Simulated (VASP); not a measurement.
# HfN (P6_3/mmc) in VASP: a series of runs, part 2 of 2

VASP 6.6.1. The steps go on from the part before.

## Step 3: Relaxation of cell and atoms, PBE, target pressure 7 GPa, at which the enthalpy is minimised

File INCAR:

```
ALGO = Normal
EDIFF = 1E-7
EDIFFG = -0.001
ENCUT = 600
GGA = PE
GGA_COMPAT = False
IBRION = 2
ISIF = 3
ISMEAR = -1
LASPH = True
LCHARG = False
LREAL = False
LWAVE = False
NELM = 120
NELMIN = 4
NSW = 80
PREC = Accurate
PSTRESS = 70.0
SIGMA = 0.15
```

File KPOINTS:

```
k-points
0
Gamma
  18 18 8
```

File POSCAR:

```
HfN
1.0
    3.1581596968      0.0000000000      0.0000000000
   -1.5790798484      2.7350465266      0.0000000000
    0.0000000000      0.0000000000      5.4577455427
Hf N
2 2
Direct
    0.6666666667      0.3333333333      0.7500000000
    0.3333333333      0.6666666667      0.2500000000
    0.0000000000      0.0000000000      0.0000000000
    0.0000000000      0.0000000000      0.5000000000
```

Potentials or basis: VASP PAW PBE potentials, release 64 (Hf_pv, N).

Run with:

```bash
$ cat potpaw_PBE.64/Hf_pv/POTCAR potpaw_PBE.64/N/POTCAR > POTCAR
$ mpirun -np 1 vasp_std > vasp.out
```

OUTCAR:

```text
EDIFF = 1E-7
   EDIFFG = -0.001
   ENCUT = 600
   GGA = PE
   IBRION = 2
   ISIF = 3
   ISMEAR = -1
   LASPH = True
   LREAL = False
   NELM = 120
   NELMIN = 4
   NSW = 80
   PREC = Accurate
   PSTRESS = 70.0

 ion  position               nearest neighbor table
   1  0.667  0.333  0.750-   3 2.28   4 2.28   3 2.28   4 2.28   3 2.28   4 2.28   2 3.28   2 3.28
                             2 3.28   2 3.28   2 3.28   2 3.28
   2  0.333  0.667  0.250-   3 2.28   4 2.28   3 2.28   4 2.28   3 2.28   4 2.28   1 3.28   1 3.28
                             1 3.28   1 3.28   1 3.28   1 3.28
   3  0.000  0.000  0.000-   1 2.28   2 2.28   2 2.28   1 2.28   1 2.28   2 2.28
   4  0.000  0.000  0.500-   1 2.28   2 2.28   2 2.28   1 2.28   1 2.28   2 2.28

  LATTYP: Found a hexagonal cell.
 ALAT       =     3.1581596968
 C/A-ratio  =     1.7281410906

  Lattice vectors:

 A1 = (   3.1581596968,   0.0000000000,   0.0000000000)
 A2 = (  -1.5790798484,   2.7350465266,   0.0000000000)
 A3 = (   0.0000000000,   0.0000000000,   5.4577455427)

Analysis of symmetry for initial positions (statically):
=====================================================================
 Subroutine PRICEL returns:
 Original cell was already a primitive cell.

 Routine SETGRP: Setting up the symmetry group for a
 hexagonal supercell.

 Subroutine GETGRP returns: Found 24 space group operations
 (whereof 12 operations were pure point group operations)
 out of a pool of 24 trial point group operations.

The static configuration has the point symmetry D_3d.
 The point group associated with its full space group is D_6h.

Analysis of symmetry for dynamics (positions and initial velocities):
=====================================================================
 Subroutine PRICEL returns:
 Original cell was already a primitive cell.

 Routine SETGRP: Setting up the symmetry group for a
 hexagonal supercell.

 Subroutine GETGRP returns: Found 24 space group operations
 (whereof 12 operations were pure point group operations)
 out of a pool of 24 trial point group operations.

The dynamic configuration has the point symmetry D_3d.
 The point group associated with its full space group is D_6h.

 Subroutine INISYM returns: Found 24 space group operations
 (whereof 12 operations are pure point group operations),
 and found     1 'primitive' translations

----------------------------------------------------------------------------------------

                                     Primitive cell

  volume of cell :      47.1424

  direct lattice vectors                    reciprocal lattice vectors
     3.158159697  0.000000000  0.000000000     0.316640099  0.182812247  0.000000000
    -1.579079848  2.735046527  0.000000000     0.000000000  0.365624493  0.000000000
     0.000000000  0.000000000  5.457745543     0.000000000  0.000000000  0.183225838

  length of vectors
     3.158159697  3.158159697  5.457745543     0.365624493  0.365624493  0.183225838

  position of ions in fractional coordinates (direct lattice)
[... 68 lines left out ...]
   dimension x,y,z NGX =    28 NGY =   28 NGZ =   48
   dimension x,y,z NGXF=    56 NGYF=   56 NGZF=   96
   ions per type =               2   2
   NGX,Y,Z   is equivalent  to a cutoff of  14.74, 14.74, 14.62 a.u.
   NGXF,Y,Z  is equivalent  to a cutoff of  29.48, 29.48, 29.24 a.u.
 SYSTEM =  unknown system
   PREC   = accura    normal or accurate (medium, high low for compatibility)
   ISTART =      0    job   : 0-new  1-cont  2-samecut
   ICHARG =      2    charge: 1-file 2-atom 10-const
   ISPIN  =      1    spin polarized calculation?
   LNONCOLLINEAR =      F non collinear calculations
   LSORBIT =      F    spin-orbit coupling
   LASPH  =      T    aspherical Exc in radial PAW
   ENCUT  =  600.0 eV  44.10 Ry    6.64 a.u.   6.31  6.31 10.90*2*pi/ulx,y,z
   NELM   =    120;   NELMIN=  4; NELMDL= -5     # of ELM steps
   EDIFF  = 0.1E-06   stopping-criterion for ELM
   LREAL  =      F    real-space projection
   EDIFFG = -.1E-02   stopping-criterion for IOM
   NSW    =     80    number of steps for IOM
   IBRION =      2    ionic relax: 0-MD 1-quasi-New 2-CG
   NFREE  =      1    steps in history (QN), initial steepest desc. (CG)
   ISIF   =      3    stress and relaxation
   ISYM   =      2    0-nonsym 1-usesym 2-fastsym
   POTIM  = 0.5000    time-step for ionic-motion
   TEBEG  =    0.0;   TEEND  =   0.0 temperature during run
   PSTRESS=   70.0 pullay stress
   NELECT =      30.0000    total number of electrons
   NUPDOWN=      -1.0000    fix difference up-down
   EMIN   =  10.00;   EMAX   =-10.00  energy-range for DOS
   EFERMI =   0.00;   METHOD = LEGACY
   ISMEAR =    -1;   SIGMA  =   0.15  broadening in eV -4-tet -1-fermi 0-gaus
   EFERMI_NEDOS =   21; number of points for ismear=-14 and -15
   IALGO  =     38    algorithm
   IMIX   =      4    mixing-type and parameters
     AMIX     =   0.40;   BMIX     =  1.00
     AMIX_MAG =   1.60;   BMIX_MAG =  1.00
  volume/ion in A,a.u.               =      11.79        79.53
  Fermi-wavevector in a.u.,A,eV,Ry     =   1.408136  2.660991 26.978265  1.982847
  Thomas-Fermi vector in A             =   2.530324
   LORBIT       =      0    0 simple, 1 ext, 2 COOP (PROOUT), +10 PAW based schemes
   GGA     = PE    functional components
   LHFCALC =     F    Hartree Fock is set to
   AEXX    =    0.0000 exact exchange contribution
   IVDW    =     0    specifies the selected vdW correction
   LEPSILON=     F    determine dielectric tensor
   LRPA    =     F    only Hartree local field effects (RPA)
 conjugate gradient relaxation of ions
 non-spin polarized calculation
  energy-cutoff  :      600.00
  volume of cell :       47.14
 maximum number of plane-waves:      1597
 NGX is ok and might be reduce to    28
   NGX = 13   NGY = 13   NGZ = 21

--------------------------------------- Ionic step        1  -------------------------------------------

 number of electron      30.0000001 magnetization

 Free energy of the ion-electron system (eV)
  ---------------------------------------------------
  ext. energy  EPLUGINS =         0.00000000
  ---------------------------------------------------
  free energy    TOTEN  =       -43.44251750 eV

  energy without entropy =      -43.37134652  energy(sigma->0) =      -43.40693201

------------------------ aborting loop because EDIFF is reached ----------------------------------------

  FORCE on cell =-STRESS in cart. coord.  units (eV):
  Direction    XX          YY          ZZ          XY          YZ          ZX
  --------------------------------------------------------------------------------------
  -------------------------------------------------------------------------------------
  Total       -0.6929730     -0.6929730     -0.6651655      0.0000000     -0.0000000      0.0000000
  in kB      -23.5512951    -23.5512951    -22.6062346      0.0000000     -0.0000000      0.0000000
  external PRESSURE =     -93.2362749 kB  Pullay stress =      70.0000000 kB
[... 103 lines left out ...]
  energy  without entropy=      -43.3539808685  energy(sigma->0) =      -43.38816532

  enthalpy is  TOTEN    =       -41.4301415108 eV   P V=        1.9922082548

[... ionic steps 4 to 7 ...]

--------------------------------------- Ionic step        8  -------------------------------------------

 number of electron      29.9999997 magnetization

------------------------ aborting loop because EDIFF is reached ----------------------------------------
[... 75 lines left out ...]
--------------------------------------- Ionic step       10  -------------------------------------------

 number of electron      29.9999997 magnetization

 Free energy of the ion-electron system (eV)
  ---------------------------------------------------
  ext. energy  EPLUGINS =         0.00000000
  ---------------------------------------------------
  free energy    TOTEN  =       -43.42097634 eV

  energy without entropy =      -43.35262382  energy(sigma->0) =      -43.38680008

 E-fermi :   8.0109     XC(G=0): -12.8019

 val. band max:        8.0065339994   @ k =   0.0000   0.0000   0.1250
 cond. band min:       8.0163471872   @ k =   0.2222   0.0000   0.5000
 fundamental gap:      0.0098131878
 Fermi energy:         8.0108523878

 k-point     1 :       0.0000    0.0000    0.0000
  band No.  band energies     occupation
      1     -23.6724      2.00000
      2     -22.7765      2.00000
      3     -22.6723      2.00000
      4     -22.6723      2.00000
      5     -22.6098      2.00000
      6     -22.6098      2.00000
[... 505 lines left out ...]
      6     -22.7983      2.00000
[... 11 lines left out ...]
     18      11.8206      0.00000
     19      13.1387      0.00000

 [... further k-points ...]

------------------------ aborting loop because EDIFF is reached ----------------------------------------

  FORCE on cell =-STRESS in cart. coord.  units (eV):
  Direction    XX          YY          ZZ          XY          YZ          ZX
  --------------------------------------------------------------------------------------
  -------------------------------------------------------------------------------------
  Total        1.9905754      1.9905754      1.9884136      0.0000000      0.0000000      0.0000000
  in kB       69.9917106     69.9917106     69.9156970      0.0000000      0.0000000      0.0000000
  external PRESSURE =      -0.0336273 kB  Pullay stress =      70.0000000 kB
[... 23 lines left out ...]
  energy  without entropy=      -43.3526238183  energy(sigma->0) =      -43.38680008

  enthalpy is  TOTEN    =       -41.4301651858 eV   P V=        1.9908111582

 reached required accuracy - stopping structural energy minimisation
```

CONTCAR:

```text
HfN
   1.00000000000000
     3.1222891403255186   -0.0000000000000000    0.0000000000000000
    -1.5611445701627593    2.7039817134438580   -0.0000000000000000
    -0.0000000000000000   -0.0000000000000000    5.3971655533029645
  Hf              N
     2     2
Direct
     0.6666666667000030    0.3333333332999970    0.7500000000000000
     0.3333333332999970    0.6666666667000030    0.2500000000000000
     1.0000000000000000    1.0000000000000000    0.0000000000000000
     1.0000000000000000    0.0000000000000000    0.5000000000000000

  0.00000000E+00  0.00000000E+00  0.00000000E+00
  0.00000000E+00  0.00000000E+00  0.00000000E+00
  0.00000000E+00  0.00000000E+00  0.00000000E+00
  0.00000000E+00  0.00000000E+00  0.00000000E+00
```

Run time: 12 min. Hardware: 1 thread of Oxide Virtual Turin-like, shared host; peak memory 0.3 GiB.

Results:

```yaml
Free_energy: -43.4210 eV
Relaxed_volume: 11.39 Å³/atom
Relaxed_cell: a = 3.122 Å, b = 3.122 Å, c = 5.397 Å, α = 90.00°, β = 90.00°, γ = 120.00°
Space_group_after_relaxing_to_0.1_Å: P6_3/mmc (No. 194)
Energy_change_on_relaxing_the_run_minimises_the_enthalpy: +5.4 meV/atom
Ionic_steps: 10
Pressure_after_relaxing: 7.0 GPa
Band_gap_on_the_k_mesh: zero (bands 15 and 16 overlap by 2.34 eV)
```

Step by step:
| step | energy change (eV) | largest force (eV/Å) | pressure (GPa) | volume (Å³) |
| --- | --- | --- | --- | --- |
| 1 | 0.0000 | 0.0000 | -2.32 | 47.14 |
| 2 | 0.3470 | 0.0000 | 29.64 | 42.62 |
| 3 | 0.0202 | 0.0000 | 6.79 | 45.60 |
| 4 | 0.0215 | 0.0000 | 6.99 | 45.57 |
| 5 | 0.0229 | 0.0000 | 7.19 | 45.54 |
| 6 | 0.0195 | 0.0000 | 6.69 | 45.61 |
| 7 | 0.0216 | 0.0000 | 7.01 | 45.56 |
| 8 | 0.0216 | 0.0000 | 7.00 | 45.57 |
| 9 | 0.0215 | 0.0000 | 6.99 | 45.57 |
| 10 | 0.0215 | 0.0000 | 7.00 | 45.57 |

Final structure:
```
CELL_PARAMETERS angstrom
3.12229 0.00000 0.00000
-1.56114 2.70398 0.00000
0.00000 0.00000 5.39717
ATOMIC_POSITIONS crystal
Hf 0.66667 0.33333 0.75000
Hf 0.33333 0.66667 0.25000
N 0.00000 0.00000 0.00000
N 0.00000 0.00000 0.50000
```

Levels at points of the mesh, in eV from the Fermi level:
```tsv
k point	band 12	band 13	band 14	band 15	band 16	band 17	band 18	band 19
(0.00, 0.00, 0.00)	-3.60	-3.60	-1.72	-0.58	0.77	0.77	1.14	1.92
(0.50, 0.00, 0.00)	-5.50	-3.26	-2.79	-2.42	2.50	2.82	4.53	4.76
(0.00, 0.00, 0.50)	-4.40	-4.40	-4.40	1.91	1.91	2.98	2.98	2.98
(0.50, 0.00, 0.50)	-5.49	-4.49	-4.49	-0.24	-0.24	4.82	4.82	4.91
```

Caveat: the cell is relaxed towards a set pressure, so the run minimises the enthalpy, not the energy; spin-orbit coupling is left out, which moves the levels of the heavy elements.
